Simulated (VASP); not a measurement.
Here is a VASP 6.6.1 calculation.

The input INCAR:

```
  PREC = Accurate
  ENCUT = 520
  EDIFF = 1E-8
  ISMEAR = -1
  SIGMA = 0.05
  LREAL = False
  LASPH = True
  NELM = 80
  ALGO = Normal
  ISIF = 2
  LWAVE = False
  LCHARG = False
  GGA = PE
  IBRION = 8
  NSW = 1
```

File KPOINTS:

```
Automatic mesh
0
Gamma
  8 8 8
```

File POSCAR:

```
InAs
1.0
    0.0000000000      3.0180000000      3.0180000000
    3.0180000000      0.0000000000      3.0180000000
    3.0180000000      3.0180000000      0.0000000000
In As
1 1
Direct
    0.0000000000      0.0000000000      0.0000000000
    0.7500000000      0.7500000000      0.7500000000
```

Potentials or basis: VASP PAW PBE potentials, release 64 (In_d, As).

Launch:

```console
$ cat potpaw_PBE.64/In_d/POTCAR potpaw_PBE.64/As/POTCAR > POTCAR
$ mpirun -np 1 vasp_std > vasp.out
```

(1) Predict the highest phonon frequency at Γ, LO-TO splitting left out.

Answers

(1) 219 cm⁻¹.

Caveat: the cell wasn't relaxed at this level first, which shifts response properties.
